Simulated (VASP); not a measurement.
# PbSe (Fm-3m) in VASP: a series of runs

The runs below take PbSe through single point, with r2SCANh.

All numbers are computed with VASP 6.6.1; they aren't measurements. Logs are shortened: lines on timing, memory, paths and dates and some standing lists are left out, and cuts for length are marked.

### Step 1. The cell of the first run

The structure is cubic, space group Fm-3m (No. 225). The conventional cell has a = 6.202 Å, b = 6.202 Å, c = 6.202 Å, α = 90.00°, β = 90.00°, γ = 90.00°. Pb (site symmetry m-3m) has 6 Se at 3.10 Å within 4.1 Å. Se (site symmetry m-3m) has 6 Pb at 3.10 Å within 4.1 Å.

### Step 2. Single point, r2SCANh

POSCAR

```
PbSe
1.0
    0.0000000000      3.1009263293      3.1009263293
    3.1009263293      0.0000000000      3.1009263293
    3.1009263293      3.1009263293      0.0000000000
Pb Se
1 1
Direct
    0.0000000000      0.0000000000      0.0000000000
    0.5000000000      0.5000000000      0.5000000000
```

INCAR.step1

```
PREC     = Accurate       # precision mode
ENCUT    = 520            # plane-wave cutoff, eV
EDIFF    = 1E-5           # SCF threshold, eV
ISMEAR   = -1             # smearing method
SIGMA    = 0.05           # smearing width, eV
LREAL    = False          # projectors in reciprocal space
LASPH    = True           # aspherical terms in the spheres
NELM     = 100            # most SCF steps
ALGO     = Normal         # electronic algorithm
ISIF     = 2              # what is computed and relaxed
LWAVE    = True           # write WAVECAR
LCHARG   = False          # write CHGCAR
GGA      = PE             # functional
NBANDS   = 17             # bands
```

INCAR.step2

```
PREC     = Accurate       # precision mode
ENCUT    = 520            # plane-wave cutoff, eV
EDIFF    = 1E-6           # SCF threshold, eV
ISMEAR   = -1             # smearing method
SIGMA    = 0.05           # smearing width, eV
LREAL    = False          # projectors in reciprocal space
LASPH    = True           # aspherical terms in the spheres
NELM     = 100            # most SCF steps
ALGO     = Normal         # electronic algorithm
ISIF     = 2              # what is computed and relaxed
LWAVE    = False          # write WAVECAR
LCHARG   = False          # write CHGCAR
METAGGA  = R2SCAN         # meta-GGA
LHFCALC  = True           # exact exchange
AEXX     = 0.1            # exact-exchange fraction
LMIXTAU  = True         
PRECFOCK = Normal       
ISTART   = 1            
NBANDS   = 17             # bands
```

KPOINTS

```
Automatic mesh
0
Gamma
  4 4 4
```

Potentials or basis: VASP PAW PBE potentials, release 64 (Pb_d, Se).

The run is started by

```sh
> cat potpaw_PBE.64/Pb_d/POTCAR potpaw_PBE.64/Se/POTCAR > POTCAR
> cp INCAR.step1 INCAR
> mpirun -np 1 vasp_std > vasp.out
> cp INCAR.step2 INCAR
> mpirun -np 1 vasp_std > vasp.out
```

OUTCAR:

```text
PREC = Accurate
   ENCUT = 520
   EDIFF = 1E-6
   ISMEAR = -1
   LREAL = False
   LASPH = True
   NELM = 100
   ISIF = 2
   METAGGA = R2SCAN
   LHFCALC = True
   AEXX = 0.1
   PRECFOCK = Normal
   ISTART = 1

 ion  position               nearest neighbor table
   1  0.000  0.000  0.000-   2 3.10   2 3.10   2 3.10   2 3.10   2 3.10   2 3.10
   2  0.500  0.500  0.500-   1 3.10   1 3.10   1 3.10   1 3.10   1 3.10   1 3.10

  LATTYP: Found a face centered cubic cell.
 ALAT       =     6.2018526586

  Lattice vectors:

 A1 = (   0.0000000000,   3.1009263293,   3.1009263293)
 A2 = (   3.1009263293,   0.0000000000,   3.1009263293)
 A3 = (   3.1009263293,   3.1009263293,   0.0000000000)

Analysis of symmetry for initial positions (statically):
=====================================================================
 Subroutine PRICEL returns:
 Original cell was already a primitive cell.

 Routine SETGRP: Setting up the symmetry group for a
 face centered cubic supercell.

 Subroutine GETGRP returns: Found 48 space group operations
 (whereof 48 operations were pure point group operations)
 out of a pool of 48 trial point group operations.

The static configuration has the point symmetry O_h .

Analysis of symmetry for dynamics (positions and initial velocities):
=====================================================================
 Subroutine PRICEL returns:
 Original cell was already a primitive cell.

 Routine SETGRP: Setting up the symmetry group for a
 face centered cubic supercell.

 Subroutine GETGRP returns: Found 48 space group operations
 (whereof 48 operations were pure point group operations)
 out of a pool of 48 trial point group operations.

The dynamic configuration has the point symmetry O_h .

 Subroutine INISYM returns: Found 48 space group operations
 (whereof 48 operations are pure point group operations),
 and found     1 'primitive' translations

----------------------------------------------------------------------------------------

[... 74 lines left out ...]
   NELM   =    100;   NELMIN=  2; NELMDL=  0     # of ELM steps
   EDIFF  = 0.1E-05   stopping-criterion for ELM
   LREAL  =      F    real-space projection
   EDIFFG = 0.1E-04   stopping-criterion for IOM
   NSW    =      0    number of steps for IOM
   IBRION =     -1    ionic relax: 0-MD 1-quasi-New 2-CG
   NFREE  =      0    steps in history (QN), initial steepest desc. (CG)
   ISIF   =      2    stress and relaxation
   ISYM   =      3    0-nonsym 1-usesym 2-fastsym
   POTIM  = 0.5000    time-step for ionic-motion
   TEBEG  =    0.0;   TEEND  =   0.0 temperature during run
   PSTRESS=    0.0 pullay stress
   NELECT =      20.0000    total number of electrons
   NUPDOWN=      -1.0000    fix difference up-down
   EMIN   =  10.00;   EMAX   =-10.00  energy-range for DOS
   EFERMI =   0.00;   METHOD = LEGACY
   ISMEAR =    -1;   SIGMA  =   0.05  broadening in eV -4-tet -1-fermi 0-gaus
   EFERMI_NEDOS =   21; number of points for ismear=-14 and -15
   IALGO  =     38    algorithm
   IMIX   =      1    mixing-type and parameters
     AMIX     =   0.40;   BMIX     =  1.00
     AMIX_MAG =   1.60;   BMIX_MAG =  1.00
  volume/ion in A,a.u.               =      29.82       201.22
  Fermi-wavevector in a.u.,A,eV,Ry     =   1.137409  2.149392 17.601851  1.293700
  Thomas-Fermi vector in A             =   2.274114
   LORBIT       =      0    0 simple, 1 ext, 2 COOP (PROOUT), +10 PAW based schemes
   METAGGA = R2SCAN    functional components
   LHFCALC =     T    Hartree Fock is set to
   PRECFOCK=normal    Normal, Fast or Accurate (Low or Medium for compatibility)
   ENCUT4O =  -1.0   cutoff for four orbital integrals eV
   NKREDX  =     1    reduce k-point grid by
   NKREDY  =     1    reduce k-point grid by
   NKREDZ  =     1    reduce k-point grid by
   AEXX    =    0.1000 exact exchange contribution
   HFSCREEN=    0.0000 screening length (either q_TF or 0.3 A-1)
   HFSCREENC=   0.0000 screening length for correlation (either q_TF or 0.3 A-1)
   ENCUTFOCK=  -1.0 apply spherical cutoff to Coloumb kernel
   IVDW    =     0    specifies the selected vdW correction
   LEPSILON=     F    determine dielectric tensor
   LRPA    =     F    only Hartree local field effects (RPA)
 non-spin polarized calculation
  energy-cutoff  :      520.00
  volume of cell :       59.64
 maximum number of plane-waves:      1639
 NGX is ok and might be reduce to    36
  NGX = 28; NGY = 28; NGZ = 28

 number of electron      20.0000002 magnetization

 Free energy of the ion-electron system (eV)
  ---------------------------------------------------
  ext. energy  EPLUGINS =         0.00000000
  ---------------------------------------------------
  free energy    TOTEN  =       -66.77241695 eV

  energy without entropy =      -66.77241454  energy(sigma->0) =      -66.77241574

 E-fermi :   4.7190     XC(G=0):  -9.0171

 val. band max:        4.1666996647   @ k =   0.5000   0.0000   0.0000
 cond. band min:       5.2712002942   @ k =   0.5000   0.0000   0.0000
 fundamental gap:      1.1045006296
 Fermi energy:         4.7189503837

 k-point     1 :       0.0000    0.0000    0.0000
  band No.  band energies     occupation
      1     -13.8689      2.00000
      2     -13.8689      2.00000
      3     -13.8689      2.00000
      4     -13.8680      2.00000
      5     -13.8680      2.00000
      6     -10.1323      2.00000
[... 137 lines left out ...]
      4     -13.8582      2.00000
      5     -13.8309      2.00000
      6      -8.7021      2.00000
[... 9 lines left out ...]
     16      17.0931      0.00000
     17      17.9311      0.00000

------------------------ aborting loop because EDIFF is reached ----------------------------------------

  FORCE on cell =-STRESS in cart. coord.  units (eV):
  Direction    XX          YY          ZZ          XY          YZ          ZX
  --------------------------------------------------------------------------------------
  -------------------------------------------------------------------------------------
  Total       -0.3136539     -0.3136539     -0.3136539     -0.0000000      0.0000000      0.0000000
  in kB       -8.4266879     -8.4266879     -8.4266879     -0.0000000      0.0000000      0.0000000
  external PRESSURE =      -8.4266879 kB  Pullay stress =       0.0000000 kB

 VOLUME and BASIS-vectors are now :
 -----------------------------------------------------------------------------
  energy-cutoff  :      520.00
  volume of cell :       59.64
      direct lattice vectors                 reciprocal lattice vectors
     0.000000000  3.100926329  3.100926329    -0.161242141  0.161242141  0.161242141
     3.100926329  0.000000000  3.100926329     0.161242141 -0.161242141  0.161242141
     3.100926329  3.100926329  0.000000000     0.161242141  0.161242141 -0.161242141

 POSITION                                       TOTAL-FORCE (eV/Angst)
 -----------------------------------------------------------------------------------
      0.00000      0.00000      0.00000         0.000000      0.000000      0.000000
      3.10093      3.10093      3.10093        -0.000000     -0.000000     -0.000000
 -----------------------------------------------------------------------------------
    total drift:                                0.000001      0.000000      0.000000

  FREE ENERGIE OF THE ION-ELECTRON SYSTEM (eV)
  ---------------------------------------------------
  free  energy   TOTEN  =       -66.7724169458 eV

  energy  without entropy=      -66.7724145418  energy(sigma->0) =      -66.77241574
```

Run time: 13 min. Hardware: 1 thread of Intel Xeon Platinum 8375C at 2.90GHz (Ice Lake), shared host; peak memory 0.24 GiB.

What came out:

- Free energy: -66.7724 eV
- Pressure: -0.8 GPa
- Band gap on the k mesh: 1.10 eV

Levels at points of the mesh, in eV from the valence-band top:
| k point | band 7 | band 8 | band 9 | band 10 | band 11 | band 12 | band 13 | band 14 |
| --- | --- | --- | --- | --- | --- | --- | --- | --- |
| (0.00, 0.00, 0.00) | -6.56 | -1.92 | -1.92 | -1.92 | 5.53 | 5.53 | 5.53 | 7.56 |
| (0.50, 0.00, 0.00) | -9.13 | -1.51 | -1.51 | 0.00 | 1.10 | 2.47 | 2.47 | 9.58 |
| (0.50, 0.50, 0.00) | -7.68 | -5.03 | -3.27 | -3.27 | 4.64 | 6.45 | 6.45 | 6.92 |

Caveat: the k points lie up to 0.44 Å⁻¹ apart; the PAW data sets were made with another functional, which shifts forces and pressure a little; spin-orbit coupling is left out, which moves the levels of the heavy elements.

### Step 3. Single point, r2SCANh

This run uses another cell than the first one, of 30.39 Å³/atom.

POSCAR

```
PbSe
1.0
    0.0000000000      3.1206779849      3.1206779849
    3.1206779849      0.0000000000      3.1206779849
    3.1206779849      3.1206779849      0.0000000000
Pb Se
1 1
Direct
    0.0000000000      0.0000000000      0.0000000000
    0.5000000000      0.5000000000      0.5000000000
```

INCAR.step1

```
SYSTEM = PbSe
ALGO     = Normal         ! electronic algorithm
EDIFF    = 1E-5           ! SCF threshold, eV
ENCUT    = 520            ! plane-wave cutoff, eV
GGA      = PE             ! functional
ISIF     = 2              ! what is computed and relaxed
ISMEAR   = -1             ! smearing method
LASPH    = .True.         ! aspherical terms in the spheres
LCHARG   = .False.        ! write CHGCAR
LREAL    = .False.        ! projectors in reciprocal space
LWAVE    = .True.         ! write WAVECAR
NBANDS   = 17             ! bands
NELM     = 60             ! most SCF steps
PREC     = Accurate       ! precision mode
SIGMA    = 0.05           ! smearing width, eV
```

INCAR.step2

```
SYSTEM = PbSe
AEXX     = 0.1            ! exact-exchange fraction
ALGO     = Normal         ! electronic algorithm
EDIFF    = 1E-6           ! SCF threshold, eV
ENCUT    = 520            ! plane-wave cutoff, eV
ISIF     = 2              ! what is computed and relaxed
ISMEAR   = -1             ! smearing method
ISTART   = 1            
LASPH    = .True.         ! aspherical terms in the spheres
LCHARG   = .False.        ! write CHGCAR
LHFCALC  = .True.         ! exact exchange
LMIXTAU  = .True.       
LREAL    = .False.        ! projectors in reciprocal space
LWAVE    = .False.        ! write WAVECAR
METAGGA  = R2SCAN         ! meta-GGA
NBANDS   = 17             ! bands
NELM     = 60             ! most SCF steps
PREC     = Accurate       ! precision mode
PRECFOCK = Normal       
SIGMA    = 0.05           ! smearing width, eV
```

KPOINTS

```
k-points
0
Gamma
  4 4 4
  0 0 0
```

Potentials or basis: VASP PAW PBE potentials, release 64 (Pb_d, Se).

The run is started by

```sh
> cat potpaw_PBE.64/Pb_d/POTCAR potpaw_PBE.64/Se/POTCAR > POTCAR
> cp INCAR.step1 INCAR
> mpirun -np 1 vasp_std > vasp.out
> cp INCAR.step2 INCAR
> mpirun -np 1 vasp_std > vasp.out
```

It took 12 min on 1 thread of Intel Xeon Platinum 8375C at 2.90GHz (Ice Lake), shared host; peak memory 0.24 GiB.

The run converged. Its results:

```yaml
Free_energy: -66.7634 eV
Pressure: -1.7 GPa
Band_gap_on_the_k_mesh: 1.16 eV
```

Levels at points of the mesh, in eV from the valence-band top:
```csv
k point,band 7,band 8,band 9,band 10,band 11,band 12,band 13,band 14
"(0.00, 0.00, 0.00)",-6.58,-1.81,-1.81,-1.81,5.50,5.50,5.50,7.62
"(0.50, 0.00, 0.00)",-9.01,-1.42,-1.42,0.00,1.16,2.53,2.53,9.57
"(0.50, 0.50, 0.00)",-7.64,-4.85,-3.13,-3.13,4.74,6.39,6.39,6.85
```

Caveat: the k points lie up to 0.44 Å⁻¹ apart; the PAW data sets were made with another functional, which shifts forces and pressure a little; spin-orbit coupling is left out, which moves the levels of the heavy elements. A k mesh can miss the band edges.
